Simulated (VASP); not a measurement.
# BAs (F-43m) in VASP: single point with r2SCAN

Aim: the single point of BAs with r2SCAN.

Everything below comes from runs of VASP 6.6.1. Logs are shortened: lines on timing, memory, paths and dates and some standing lists are left out, and cuts for length are marked.

### Step 1. The cell of the first run

It takes space group F-43m (No. 216, cubic). Conventional cell: a = 4.735 Å, b = 4.735 Å, c = 4.735 Å, α = 90.00°, β = 90.00°, γ = 90.00°. B (site symmetry -43m) has 4 As at 2.05 Å within 2.7 Å. As (site symmetry -43m) has 4 B at 2.05 Å within 2.7 Å.

### Step 2. Single point, r2SCAN, non-collinear spin, zero start, spin-orbit coupling

Input file POSCAR:

```
BAs
1.0
    0.0000000000      2.3673480674      2.3673480674
    2.3673480674      0.0000000000      2.3673480674
    2.3673480674      2.3673480674      0.0000000000
B As
1 1
Direct
    0.0000000000      0.0000000000      0.0000000000
    0.2500000000      0.2500000000      0.2500000000
```

Input file INCAR.step1:

```
ALGO = Normal
EDIFF = 1E-5
ENCUT = 550
GGA = PE
GGA_COMPAT = F
ISMEAR = 0
LASPH = T
LCHARG = F
LREAL = F
LSORBIT = T
LWAVE = T
MAGMOM = 0 0 0 0 0 0
NBANDS = 20
NELM = 200
PREC = Accurate
SIGMA = 0.01
```

Input file INCAR.step2:

```
ALGO = Normal
EDIFF = 1E-6
ENCUT = 550
GGA_COMPAT = F
ISIF = 2
ISMEAR = 0
ISTART = 1
LASPH = T
LCHARG = F
LMIXTAU = T
LORBIT = 11
LORBMOM = T
LREAL = F
LSORBIT = T
LWAVE = F
MAGMOM = 0 0 0 0 0 0
METAGGA = R2SCAN
NBANDS = 20
NELM = 200
PREC = Accurate
SIGMA = 0.01
```

Input file KPOINTS:

```
k-points
0
Gamma
  8 8 8
```

Potentials or basis: VASP PAW PBE potentials, release 64 (B, As).

Command:

```console
cat potpaw_PBE.64/B/POTCAR potpaw_PBE.64/As/POTCAR > POTCAR
cp INCAR.step1 INCAR
mpirun -np 1 vasp_ncl > vasp.out
cp INCAR.step2 INCAR
mpirun -np 1 vasp_ncl > vasp.out
```

OUTCAR:

```text
EDIFF = 1E-6
   ENCUT = 550
   ISIF = 2
   ISMEAR = 0
   ISTART = 1
   LASPH = T
   LORBIT = 11
   LREAL = F
   LSORBIT = T
   METAGGA = R2SCAN
   NELM = 200
   PREC = Accurate

 ion  position               nearest neighbor table
   1  0.000  0.000  0.000-   2 2.05   2 2.05   2 2.05   2 2.05
   2  0.250  0.250  0.250-   1 2.05   1 2.05   1 2.05   1 2.05

  LATTYP: Found a face centered cubic cell.
 ALAT       =     4.7346961348

  Lattice vectors:

 A1 = (   0.0000000000,   2.3673480674,   2.3673480674)
 A2 = (   2.3673480674,   0.0000000000,   2.3673480674)
 A3 = (   2.3673480674,   2.3673480674,   0.0000000000)

Analysis of symmetry for initial positions (statically):
=====================================================================
 Subroutine PRICEL returns:
 Original cell was already a primitive cell.

 Routine SETGRP: Setting up the symmetry group for a
 face centered cubic supercell.

 Subroutine GETGRP returns: Found 24 space group operations
 (whereof 24 operations were pure point group operations)
 out of a pool of 48 trial point group operations.

The static configuration has the point symmetry T_d .

Analysis of symmetry for dynamics (positions and initial velocities):
=====================================================================
 Subroutine PRICEL returns:
 Original cell was already a primitive cell.

 Routine SETGRP: Setting up the symmetry group for a
 face centered cubic supercell.

 Subroutine GETGRP returns: Found 24 space group operations
 (whereof 24 operations were pure point group operations)
 out of a pool of 48 trial point group operations.

The dynamic configuration has the point symmetry T_d .

Analysis of structural, dynamic, and magnetic symmetry:
=====================================================================
 Subroutine PRICEL returns:
 Original cell was already a primitive cell.

 Routine SETGRP: Setting up the symmetry group for a
 face centered cubic supercell.

 Subroutine GETGRP returns: Found 24 space group operations
 (whereof 24 operations were pure point group operations)
 out of a pool of 48 trial point group operations.

The overall configuration has the point symmetry T_d .

 Subroutine INISYM returns: Found 24 space group operations
 (whereof 24 operations are pure point group operations),
 and found     1 'primitive' translations
[... 729 lines left out ...]
      0.00000      0.00000      0.00000        -0.000000     -0.000000     -0.000000
      1.18367      1.18367      1.18367         0.000000      0.000000      0.000000
 -----------------------------------------------------------------------------------
    total drift:                               -0.000000     -0.000000     -0.000000

  FREE ENERGIE OF THE ION-ELECTRON SYSTEM (eV)
  ---------------------------------------------------
  free  energy   TOTEN  =       -22.2512734540 eV

  energy  without entropy=      -22.2512734540  energy(sigma->0) =      -22.25127345

 orbital moment (x)

 # of ion     p       d       tot
 ----------------------------------------
  1        -0.000   0.000  -0.000
  2        -0.000  -0.000  -0.000
 ----------------------------------------
           -0.000  -0.000  -0.000

 orbital moment (y)

 # of ion     p       d       tot
 ----------------------------------------
  1        -0.000   0.000  -0.000
  2         0.000   0.000   0.000
 ----------------------------------------
           -0.000   0.000  -0.000

 orbital moment (z)

 # of ion     p       d       tot
 ----------------------------------------
  1        -0.000   0.000  -0.000
  2         0.000   0.000   0.000
 ----------------------------------------
           -0.000   0.000  -0.000

 Spin-Orbit-Coupling matrix elements

 Ion:    1  E_soc:     -0.0000089
 l=   1
     0.0000000    -0.0000015    -0.0000015
    -0.0000015     0.0000000    -0.0000015
    -0.0000015    -0.0000015     0.0000000
 l=   2
     0.0000000     0.0000000     0.0000000     0.0000000     0.0000000
     0.0000000     0.0000000     0.0000000     0.0000000     0.0000000
     0.0000000     0.0000000     0.0000000     0.0000000     0.0000000
     0.0000000     0.0000000     0.0000000     0.0000000     0.0000000
     0.0000000     0.0000000     0.0000000     0.0000000     0.0000000
 l=   3
     0.0000000     0.0000000     0.0000000     0.0000000     0.0000000     0.0000000     0.0000000
     0.0000000     0.0000000     0.0000000     0.0000000     0.0000000     0.0000000     0.0000000
     0.0000000     0.0000000     0.0000000     0.0000000     0.0000000     0.0000000     0.0000000
     0.0000000     0.0000000     0.0000000     0.0000000     0.0000000     0.0000000     0.0000000
     0.0000000     0.0000000     0.0000000     0.0000000     0.0000000     0.0000000     0.0000000
     0.0000000     0.0000000     0.0000000     0.0000000     0.0000000     0.0000000     0.0000000
     0.0000000     0.0000000     0.0000000     0.0000000     0.0000000     0.0000000     0.0000000

 Ion:    2  E_soc:     -0.0204586
 l=   1
     0.0000000    -0.0033824    -0.0033824
    -0.0033824     0.0000000    -0.0033824
    -0.0033824    -0.0033824     0.0000000
 l=   2
     0.0000000    -0.0000138     0.0000000    -0.0000138    -0.0000136
    -0.0000138     0.0000000    -0.0000102    -0.0000138    -0.0000034
     0.0000000    -0.0000102     0.0000000    -0.0000102     0.0000000
    -0.0000138    -0.0000138    -0.0000102     0.0000000    -0.0000034
    -0.0000136    -0.0000034     0.0000000    -0.0000034     0.0000000
 l=   3
     0.0000000     0.0000000     0.0000000     0.0000000     0.0000000     0.0000000     0.0000000
     0.0000000     0.0000000     0.0000000     0.0000000     0.0000000     0.0000000     0.0000000
     0.0000000     0.0000000     0.0000000     0.0000000     0.0000000     0.0000000     0.0000000
     0.0000000     0.0000000     0.0000000     0.0000000     0.0000000     0.0000000     0.0000000
     0.0000000     0.0000000     0.0000000     0.0000000     0.0000000     0.0000000     0.0000000
     0.0000000     0.0000000     0.0000000     0.0000000     0.0000000     0.0000000     0.0000000
     0.0000000     0.0000000     0.0000000     0.0000000     0.0000000     0.0000000     0.0000000

 total charge

# of ion       s       p       d       tot
------------------------------------------
    1        0.673   1.197   0.000   1.870
    2        1.171   1.718   0.098   2.987
--------------------------------------------------
tot          1.844   2.916   0.098   4.857

 magnetization (x)

# of ion       s       p       d       tot
------------------------------------------
    1       -0.000   0.000   0.000  -0.000
    2       -0.000   0.000  -0.000  -0.000
--------------------------------------------------
tot         -0.000   0.000  -0.000  -0.000

 magnetization (y)

# of ion       s       p       d       tot
------------------------------------------
    1       -0.000  -0.000   0.000  -0.000
    2        0.000   0.000   0.000   0.000
--------------------------------------------------
tot         -0.000  -0.000   0.000  -0.000

 magnetization (z)

# of ion       s       p       d       tot
------------------------------------------
    1       -0.000  -0.000   0.000  -0.000
    2        0.000   0.000   0.000   0.000
--------------------------------------------------
tot         -0.000  -0.000   0.000  -0.000
```

OUTCAR.step1:

```text
EDIFF = 1E-5
   ENCUT = 550
   GGA = PE
   ISMEAR = 0
   LASPH = T
   LREAL = F
   LSORBIT = T
[... 836 lines left out ...]
     0.0000000     0.0000000     0.0000000     0.0000000     0.0000000     0.0000000     0.0000000
     0.0000000     0.0000000     0.0000000     0.0000000     0.0000000     0.0000000     0.0000000
     0.0000000     0.0000000     0.0000000     0.0000000     0.0000000     0.0000000     0.0000000
     0.0000000     0.0000000     0.0000000     0.0000000     0.0000000     0.0000000     0.0000000
     0.0000000     0.0000000     0.0000000     0.0000000     0.0000000     0.0000000     0.0000000
     0.0000000     0.0000000     0.0000000     0.0000000     0.0000000     0.0000000     0.0000000

=======================================================================

 ========================================================
```

Run time: 7.9 min. Hardware: 1 thread of Intel Xeon 8259CL, shared host; peak memory 0.3 GiB.

Results:

| Property | Result |
| --- | --- |
| Free energy | -22.2513 eV |
| Pressure | 5.0 GPa |
| Net moment | 0.00 μB per cell |
| Valence electrons inside the program's atomic spheres | B 1.87; As 2.99 |

Moments on the atoms (μB; x, y, z):
```
B   0.00 0.00 0.00
As  0.00 0.00 0.00
```

Caveat: the cell stands under pressure; the PAW data sets were made with another functional, which shifts forces and pressure a little.
